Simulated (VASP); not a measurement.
Set up this calculation in VASP 6.6.1, as the native input.

* Task: single point
* Functional: r2SCAN
* Potentials or basis: VASP PAW PBE potentials, release 64 (Sr_sv, Cl)
* Cutoff: 520 eV
* k mesh: 6 × 6 × 6
* Occupations: gaussian, width 0.01 eV
* Spin: no spin polarisation
* Dipole correction: no
* Further INCAR settings: ALGO = Normal; EDIFF = 1e-06; NBANDS = 19

The system is SrCl2.

```
Sr Cl
1.0
     0.00000    3.49772    3.49772
     3.49772    0.00000    3.49772
     3.49772    3.49772    0.00000
Sr Cl
1 2
Cartesian
  0.0000 0.0000 0.0000
  1.7489 1.7489 1.7489
  5.2466 5.2466 5.2466
```

The input as run:

POSCAR

```
SrCl2
1.0
    0.0000000000      3.4977180860      3.4977180860
    3.4977180860      0.0000000000      3.4977180860
    3.4977180860      3.4977180860      0.0000000000
Sr Cl
1 2
Direct
    0.0000000000      0.0000000000      0.0000000000
    0.2500000000      0.2500000000      0.2500000000
    0.7500000000      0.7500000000      0.7500000000
```

INCAR.step1

```
PREC = Accurate
ENCUT = 520
ISMEAR = 0
SIGMA = 0.01
LREAL = F
LASPH = T
NELM = 100
NBANDS = 19
GGA = PE
ALGO = Normal
EDIFF = 1E-4
LWAVE = T
LCHARG = F
```

INCAR.step2

```
PREC = Accurate
ENCUT = 520
EDIFF = 1E-6
ISMEAR = 0
SIGMA = 0.01
LREAL = F
LASPH = T
NELM = 100
ALGO = Normal
ISIF = 2
LWAVE = F
LCHARG = T
METAGGA = R2SCAN
LMIXTAU = T
LELF = T
LVHAR = T
NBANDS = 19
ISTART = 1
```

KPOINTS

```
regular mesh
0
Gamma
  6 6 6
```

Potentials or basis: VASP PAW PBE potentials, release 64 (Sr_sv, Cl).

The run is started by

```bash
$ cat potpaw_PBE.64/Sr_sv/POTCAR potpaw_PBE.64/Cl/POTCAR > POTCAR
$ cp INCAR.step1 INCAR
$ mpirun -np 1 vasp_std > vasp.out
$ cp INCAR.step2 INCAR
$ mpirun -np 1 vasp_std > vasp.out
```

Results of the run:

| Property | Result |
| --- | --- |
| Pressure | 0.0 GPa |
| Band gap on the k mesh | 5.94 eV (least direct gap 5.99 eV) |

Caveat: the structure was generated, so it needn't be the stable form of SrCl2; the PAW data sets were made with another functional, which shifts forces and pressure a little.

It took 3.1 min on 1 thread of Intel Xeon 8259CL, with other jobs on the host, peak memory 0.26 GiB.
